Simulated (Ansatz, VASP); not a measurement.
**Two plane-wave programs on Al2InN3**

```
Al In N
1.0
     4.54439    0.00000    0.00000
    -2.27220    3.93556    0.00000
     0.00000    0.00000    5.15188
Al In N
2 1 3
Direct
  0.33333 0.66667 0.50000
  0.66667 0.33333 0.50000
  0.00000 0.00000 0.00000
  0.45638 0.00000 0.00000
  0.00000 0.45638 0.00000
  0.54362 0.54362 0.00000
```

Alike in both runs: task single point; functional PBE; k mesh 6 × 6 × 4; occupations gaussian, width 0.1 eV; collinear spin.

|  | VASP | Ansatz |
| --- | --- | --- |
| version | VASP 6.6.1 | Ansatz 0.2.0 |
| potentials or method | VASP PAW PBE potentials, release 64 (Al, In_d, N), cutoff 520 eV | scalar-relativistic, plane waves, PAW |
| valence electrons in the cell | 34 | 34 |

Ansatz gave:

| Item | Value |
| --- | --- |
| gap on the k mesh at the Fermi level (eV) | none |
| pressure (GPa) | -1.3 |
| traceless stress, the component that is largest in VASP (GPa) | -13.23 |
| rms of the force components (eV/Å) | 0.255 |
| net moment per atom (μB) | 0.00 |

Task: What did VASP give for the same quantities?

Result: gap on the k mesh at the Fermi level (eV): none; pressure (GPa): -1.3; traceless stress, the component that is largest in VASP (GPa): -13.28; rms of the force components (eV/Å): 0.262; net moment per atom (μB): 0.00.

Atom by atom the forces differ by 0.006 eV/Å (rms over components). A gap of «none» marks a metal or a gap that the smearing closes. With one functional, cell and mesh, what is left measures potentials, basis and numerics. Ansatz's warnings: seeded moment not kept.
